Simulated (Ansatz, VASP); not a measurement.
# One calculation of Mg, two programs

Contents of INCAR:

```
PREC = Accurate
ENCUT = 520
EDIFF = 1E-7
ISMEAR = 0
SIGMA = 0.1
LREAL = F
LASPH = T
NELM = 60
ALGO = Fast
ISIF = 2
LWAVE = F
LCHARG = T
LDIPOL = T
IDIPOL = 3
DIPOL = 0.5 0.5 0.500
GGA = PE
LELF = T
LVHAR = T
LVACPOTAV = T
NBANDS = 15
```

KPOINTS

```
regular mesh
0
Gamma
  12 12 1
```

Contents of POSCAR:

```
Mg
1.0
    3.2088450500      0.0000000000      0.0000000000
   -1.6044225250      2.7789413301      0.0000000000
    0.0000000000      0.0000000000     27.8647903989
Mg
6
Direct
    0.6666666667      0.3333333333      0.2691568784
    0.3333333333      0.6666666667      0.3614941270
    0.6666666667      0.3333333333      0.4538313757
    0.3333333333      0.6666666667      0.5461686243
    0.6666666667      0.3333333333      0.6385058730
    0.3333333333      0.6666666667      0.7308431216
```

Input for Ansatz:

```yaml
crystal:
  lattice:
    - [3.20884505, 0.0, 0.0]
    - [-1.604422525, 2.7789413301, 0.0]
    - [0.0, 0.0, 27.8647903989]
  atoms:
    - { symbol: Mg, position: [0.6666666667, 0.3333333333, 0.2691568784] }
    - { symbol: Mg, position: [0.3333333333, 0.6666666667, 0.361494127] }
    - { symbol: Mg, position: [0.6666666667, 0.3333333333, 0.4538313757] }
    - { symbol: Mg, position: [0.3333333333, 0.6666666667, 0.5461686243] }
    - { symbol: Mg, position: [0.6666666667, 0.3333333333, 0.638505873] }
    - { symbol: Mg, position: [0.3333333333, 0.6666666667, 0.7308431216] }
basis:
  ecutwfc: 420
kpoints:
  mp_grid: { grid: [12, 12, 1] }
hamiltonian:
  xc: pbe
scf:
  occupations: { method: gaussian, width: 0.1 }
output:
  forces: true
  stress: true
  eigenvalues: true
  write_density: true
  write_potential: true
  elf: true
  volumetric_format: npy
efield:
  axis: 3
  dipole_correction: true
  ramp_width: 0.04
```

Alike in both runs: task single point; functional PBE; k mesh 12 × 12 × 1; occupations gaussian, width 0.1 eV; no spin polarisation.

```csv
,VASP,Ansatz
version,VASP 6.6.1,Ansatz 0.2.0
potentials or method,"VASP PAW PBE potentials, release 64 (Mg), cutoff 520 eV","scalar-relativistic, plane waves, PAW"
valence electrons in the cell,12,60
```

```tsv
	VASP	Ansatz	Ansatz less VASP
gap on the k mesh at the Fermi level (eV)	none	none	-
rms of the force components (eV/Å)	0.029	0.030	+0.0010
work function, face that differs most (eV)	3.73	3.72	-0.004
```

Atom by atom the forces differ by 0.002 eV/Å (rms over components). A gap of «none» marks a metal or a gap that the smearing closes. VASP's potentials hold 12 valence electrons a cell and Ansatz's 60, so a difference there can come from the potentials and not from the codes. Ansatz's warnings: xc potential rough in thin density.
